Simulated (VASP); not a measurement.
# InAs (F-43m) in VASP: vibrations by perturbation theory with LDA

Aim: the vibrations by perturbation theory of InAs with LDA.

All numbers are computed with VASP 6.6.1; they aren't measurements. Logs are shortened: lines on timing, memory, paths and dates and some standing lists are left out, and cuts for length are marked.

## Step 1: The cell of the first run

It takes space group F-43m (No. 216, cubic). The conventional cell has a = 5.986 Å, b = 5.986 Å, c = 5.986 Å, α = 90.00°, β = 90.00°, γ = 90.00°. In (site symmetry -43m) has 4 As at 2.59 Å within 3.4 Å. As (site symmetry -43m) has 4 In at 2.59 Å within 3.4 Å.

## Step 2: Vibrations by perturbation theory, LDA

The input, INCAR:

```
  ALGO = Normal
  EDIFF = 1E-8
  ENCUT = 500
  GGA_COMPAT = F
  IBRION = 8
  ISIF = 2
  ISMEAR = -1
  LASPH = T
  LCHARG = T
  LREAL = F
  LWAVE = F
  NBANDS = 16
  NELM = 120
  NSW = 1
  PREC = Accurate
  SIGMA = 0.1
```

The input, KPOINTS:

```
k-points
0
Gamma
  12 12 12
```

The input, POSCAR:

```
InAs
1.0
    0.0000000000      2.9927927416      2.9927927416
    2.9927927416      0.0000000000      2.9927927416
    2.9927927416      2.9927927416      0.0000000000
In As
1 1
Direct
    0.0000000000      0.0000000000      0.0000000000
    0.7500000000      0.7500000000      0.7500000000
```

Potentials or basis: VASP PAW LDA potentials, release 64 (In_d, As).

On the command line:

```bash
cat potpaw_LDA.64/In_d/POTCAR potpaw_LDA.64/As/POTCAR > POTCAR
mpirun -np 1 vasp_std > vasp.out
```

OUTCAR:

```text
EDIFF = 1E-8
   ENCUT = 500
   IBRION = 8
   ISIF = 2
   ISMEAR = -1
   LASPH = T
   LREAL = F
   NELM = 120
   NSW = 1
   PREC = Accurate

 ion  position               nearest neighbor table
   1  0.000  0.000  0.000-   2 2.59   2 2.59   2 2.59   2 2.59
   2  0.750  0.750  0.750-   1 2.59   1 2.59   1 2.59   1 2.59

  LATTYP: Found a face centered cubic cell.
 ALAT       =     5.9855854832

  Lattice vectors:

 A1 = (   0.0000000000,   2.9927927416,   2.9927927416)
 A2 = (   2.9927927416,   0.0000000000,   2.9927927416)
 A3 = (   2.9927927416,   2.9927927416,   0.0000000000)

Analysis of symmetry for initial positions (statically):
=====================================================================
 Subroutine PRICEL returns:
 Original cell was already a primitive cell.

 Routine SETGRP: Setting up the symmetry group for a
 face centered cubic supercell.

 Subroutine GETGRP returns: Found 24 space group operations
 (whereof 24 operations were pure point group operations)
 out of a pool of 48 trial point group operations.

The static configuration has the point symmetry T_d .

Analysis of symmetry for dynamics (positions and initial velocities):
=====================================================================
 Subroutine PRICEL returns:
 Original cell was already a primitive cell.

 Routine SETGRP: Setting up the symmetry group for a
 face centered cubic supercell.

 Subroutine GETGRP returns: Found 24 space group operations
 (whereof 24 operations were pure point group operations)
 out of a pool of 48 trial point group operations.

The dynamic configuration has the point symmetry T_d .

 Subroutine INISYM returns: Found 24 space group operations
 (whereof 24 operations are pure point group operations),
 and found     1 'primitive' translations

----------------------------------------------------------------------------------------

                                     Primitive cell

  volume of cell :      53.6117

  direct lattice vectors                    reciprocal lattice vectors
     0.000000000  2.992792742  2.992792742    -0.167068034  0.167068034  0.167068034
     2.992792742  0.000000000  2.992792742     0.167068034 -0.167068034  0.167068034
     2.992792742  2.992792742  0.000000000     0.167068034  0.167068034 -0.167068034

  length of vectors
     4.232448085  4.232448085  4.232448085     0.289370323  0.289370323  0.289370323

  position of ions in fractional coordinates (direct lattice)
     0.000000000  0.000000000  0.000000000
     0.750000000  0.750000000  0.750000000

  ion indices of the primitive-cell ions
   primitive index   ion index
                 1           1
                 2           2

----------------------------------------------------------------------------------------

 KPOINTS: k-points

Automatic generation of k-mesh.
 Grid dimensions read from file:
 generate k-points for:   12   12   12

 Generating k-lattice:

  Cartesian coordinates                     Fractional coordinates (reciprocal lattice)
    -0.013922336  0.013922336  0.013922336     0.083333333  0.000000000  0.000000000
     0.013922336 -0.013922336  0.013922336     0.000000000  0.083333333  0.000000000
     0.013922336  0.013922336 -0.013922336     0.000000000  0.000000000  0.083333333

  Length of vectors
     0.024114194  0.024114194  0.024114194

  Shift w.r.t. Gamma in fractional coordinates (k-lattice)
     0.000000000  0.000000000  0.000000000

 Subroutine IBZKPT returns following result:
 ===========================================

 Found     72 irreducible k-points:

 Following reciprocal coordinates:
            Coordinates               Weight
  0.000000  0.000000  0.000000      1.000000
  0.083333  0.000000  0.000000      8.000000
  0.166667  0.000000  0.000000      8.000000
  0.250000  0.000000  0.000000      8.000000
  0.333333  0.000000  0.000000      8.000000
  0.416667  0.000000  0.000000      8.000000
[... 16 lines left out ...]
  0.500000  0.166667  0.000000     24.000000
 -0.416667  0.166667  0.000000     24.000000
 [... further k-points ...]
   k-points           NKPTS =     72   k-points in BZ     NKDIM =     72   number of bands    NBANDS=     16
   number of dos      NEDOS =    301   number of ions     NIONS =      2
   total plane-waves  NPLWV =  32768
   dimension x,y,z NGX =    32 NGY =   32 NGZ =   32
   dimension x,y,z NGXF=    64 NGYF=   64 NGZF=   64
   ions per type =               1   1
   NGX,Y,Z   is equivalent  to a cutoff of  12.57, 12.57, 12.57 a.u.
   NGXF,Y,Z  is equivalent  to a cutoff of  25.14, 25.14, 25.14 a.u.
 SYSTEM =  unknown system
   PREC   = accura    normal or accurate (medium, high low for compatibility)
   ISTART =      0    job   : 0-new  1-cont  2-samecut
   ICHARG =      2    charge: 1-file 2-atom 10-const
   ISPIN  =      1    spin polarized calculation?
   LNONCOLLINEAR =      F non collinear calculations
   LSORBIT =      F    spin-orbit coupling
   LASPH  =      T    aspherical Exc in radial PAW
   ENCUT  =  500.0 eV  36.75 Ry    6.06 a.u.   7.72  7.72  7.72*2*pi/ulx,y,z
   NELM   =    120;   NELMIN=  2; NELMDL= -5     # of ELM steps
   EDIFF  = 0.1E-07   stopping-criterion for ELM
   LREAL  =      F    real-space projection
   EDIFFG = 0.1E-06   stopping-criterion for IOM
   NSW    =      1    number of steps for IOM
   IBRION =      8    ionic relax: 0-MD 1-quasi-New 2-CG
   NFREE  =      0    steps in history (QN), initial steepest desc. (CG)
   ISIF   =      2    stress and relaxation
   ISYM   =      2    0-nonsym 1-usesym 2-fastsym
   POTIM  = 0.5000    time-step for ionic-motion
   TEBEG  =    0.0;   TEEND  =   0.0 temperature during run
   PSTRESS=    0.0 pullay stress
   NELECT =      18.0000    total number of electrons
   NUPDOWN=      -1.0000    fix difference up-down
   EMIN   =  10.00;   EMAX   =-10.00  energy-range for DOS
   EFERMI =   0.00;   METHOD = LEGACY
   ISMEAR =    -1;   SIGMA  =   0.10  broadening in eV -4-tet -1-fermi 0-gaus
   EFERMI_NEDOS =   21; number of points for ismear=-14 and -15
   IALGO  =     38    algorithm
   IMIX   =      4    mixing-type and parameters
     AMIX     =   0.40;   BMIX     =  1.00
     AMIX_MAG =   1.60;   BMIX_MAG =  1.00
  volume/ion in A,a.u.               =      26.81       180.89
  Fermi-wavevector in a.u.,A,eV,Ry     =   1.137834  2.150195 17.615013  1.294667
  Thomas-Fermi vector in A             =   2.274539
   LORBIT       =      0    0 simple, 1 ext, 2 COOP (PROOUT), +10 PAW based schemes
   GGA     = CA    functional components
   LHFCALC =     F    Hartree Fock is set to
   AEXX    =    0.0000 exact exchange contribution
   IVDW    =     0    specifies the selected vdW correction
   LEPSILON=     F    determine dielectric tensor
   LRPA    =     F    only Hartree local field effects (RPA)
 non-spin polarized calculation
  energy-cutoff  :      500.00
  volume of cell :       53.61
 maximum number of plane-waves:      1381
   NGX = 15   NGY = 15   NGZ = 15

--------------------------------------- Ionic step        1  -------------------------------------------

 number of electron      18.0000001 magnetization

 Free energy of the ion-electron system (eV)
  ---------------------------------------------------
  ext. energy  EPLUGINS =         0.00000000
  ---------------------------------------------------
  free energy    TOTEN  =        -9.02454882 eV

  energy without entropy =       -9.02387095  energy(sigma->0) =       -9.02420989

 E-fermi :   4.9265     XC(G=0):  -9.5439

 val. band max:        4.6574062875   @ k =   0.0000   0.0000   0.0000
 cond. band min:       5.4604709904   @ k =   0.0833   0.0000   0.0000
 fundamental gap:      0.8030647029
 Fermi energy:         4.9264901196

 k-point     1 :       0.0000    0.0000    0.0000
  band No.  band energies     occupation
      1      -9.7676      2.00000
      2      -9.7676      2.00000
      3      -9.7676      2.00000
      4      -9.6256      2.00000
      5      -9.6256      2.00000
      6      -7.4600      2.00000
[... 433 lines left out ...]
      3      -9.7181      2.00000
      4      -9.6253      2.00000
      5      -9.6189      2.00000
      6      -5.7211      2.00000
[... 8 lines left out ...]
     15      14.3957      0.00000
     16      14.7803      0.00000

 [... further k-points ...]

------------------------ aborting loop because EDIFF is reached ----------------------------------------

  FORCE on cell =-STRESS in cart. coord.  units (eV):
  Direction    XX          YY          ZZ          XY          YZ          ZX
  --------------------------------------------------------------------------------------
  -------------------------------------------------------------------------------------
  Total        0.4850764      0.4850764      0.4850764      0.0000000     -0.0000000     -0.0000000
  in kB       14.4964206     14.4964206     14.4964206      0.0000000     -0.0000000     -0.0000000
  external PRESSURE =      14.4964206 kB  Pullay stress =       0.0000000 kB

 VOLUME and BASIS-vectors are now :
 -----------------------------------------------------------------------------
  energy-cutoff  :      500.00
  volume of cell :       53.61
      direct lattice vectors                 reciprocal lattice vectors
     0.000000000  2.992792742  2.992792742    -0.167068034  0.167068034  0.167068034
     2.992792742  0.000000000  2.992792742     0.167068034 -0.167068034  0.167068034
     2.992792742  2.992792742  0.000000000     0.167068034  0.167068034 -0.167068034

 POSITION                                       TOTAL-FORCE (eV/Angst)
 -----------------------------------------------------------------------------------
      0.00000      0.00000      0.00000        -0.000000     -0.000000     -0.000000
      4.48919      4.48919      4.48919         0.000000      0.000000      0.000000
 -----------------------------------------------------------------------------------
    total drift:                                0.000000      0.000000      0.000000

  FREE ENERGIE OF THE ION-ELECTRON SYSTEM (eV)
  ---------------------------------------------------
  free  energy   TOTEN  =        -9.0245488243 eV

  energy  without entropy=       -9.0238709496  energy(sigma->0) =       -9.02420989

[... ionic steps 2 to 3 ...]

--------------------------------------- Ionic step        4  -------------------------------------------

------------------------ aborting loop because EDIFF is reached ----------------------------------------

[... ionic steps 5 to 6 ...]

--------------------------------------- Ionic step        7  -------------------------------------------

 Free energy of the ion-electron system (eV)
  ---------------------------------------------------
  ---------------------------------------------------
  free energy    TOTEN  =        -0.04619488 eV

  energy without entropy =       -0.04619488

------------------------ aborting loop because EDIFF is reached ----------------------------------------

 INTERNAL STRAIN TENSOR  FOR ION    2  DIRECTION 1   (eV/Angst):
 -----------------------------------------------------------------------------
    -0.00301  0.00000  0.00000
     0.00000  0.00243  8.60875
     0.00000  8.60875  0.00243

 INTERNAL STRAIN TENSOR FOR ION    2 for displacements in x,y,z  (eV/Angst):
          X           Y           Z          XY          YZ          ZX
  --------------------------------------------------------------------------------
  x    -0.00000     0.00000     0.00000     0.00000     8.60875     0.00000
  y    -0.00000    -0.00000    -0.00000     0.00000     0.00000     8.60875
  z     0.00000     0.00000    -0.00000     8.60875     0.00000     0.00000

 SECOND DERIVATIVES (NOT SYMMETRIZED)
 ------------------------------------
               1X          1Y          1Z          2X          2Y          2Z
  1X    -8.190771    0.000000    0.000000    8.190771    0.000000    0.000000
  1Y     0.000000   -8.190771    0.000000    0.000000    8.190771    0.000000
  1Z     0.000000    0.000000   -8.190771    0.000000    0.000000    8.190771
  2X     8.197918    0.000000    0.000000   -8.197918    0.000000    0.000000
  2Y     0.000000    8.197918    0.000000    0.000000   -8.197918    0.000000
  2Z     0.000000    0.000000    8.197918    0.000000    0.000000   -8.197918

 Eigenvectors and eigenvalues of the dynamical matrix
 ----------------------------------------------------

   1 f  =    6.646546 THz    41.761483 2PiTHz  221.704923 cm-1    27.487895 meV
             X         Y         Z           dx          dy          dz
      0.000000  0.000000  0.000000     0.000000    0.628215    0.000000
      4.489189  4.489189  4.489189     0.000000   -0.778040    0.000000
[... 21 lines left out ...]
   6 f/i=    0.001417 THz     0.008902 2PiTHz    0.047259 cm-1     0.005859 meV
             X         Y         Z           dx          dy          dz
      0.000000  0.000000  0.000000     0.000000    0.000000    0.778040
      4.489189  4.489189  4.489189     0.000000    0.000000    0.628215

--------------------------------------------------------------------------------------------------------

 ELASTIC MODULI CONTR FROM IONIC RELAXATION (kBar)
 Direction    XX          YY          ZZ          XY          YZ          ZX
 --------------------------------------------------------------------------------
 XX          -0.0000     -0.0000      0.0000     -0.0000      0.0000      0.0000
 YY          -0.0000     -0.0000     -0.0000     -0.0000     -0.0000      0.0000
 ZZ           0.0000     -0.0000     -0.0000      0.0000     -0.0000      0.0000
 XY          -0.0000     -0.0000      0.0000   -266.7658      0.0000      0.0000
 YZ           0.0000     -0.0000     -0.0000      0.0000   -266.7658      0.0000
 ZX           0.0000      0.0000      0.0000      0.0000      0.0000   -266.7658
 --------------------------------------------------------------------------------
```

Wall time 14 min (1 thread of Intel Xeon 8259CL, shared host); peak memory 0.57 GiB.

Results:

- Highest phonon frequency at Γ, LO-TO splitting left out: 222 cm⁻¹

Phonon frequencies in cm⁻¹ (negative: imaginary):
| q point | frequencies |
| --- | --- |
| (0.000, 0.000, 0.000) | 0 0 0 222 222 222 |

Caveat: the cell stands under pressure or tension, which shifts response properties; spin-orbit coupling is left out, which moves the levels of the heavy elements.
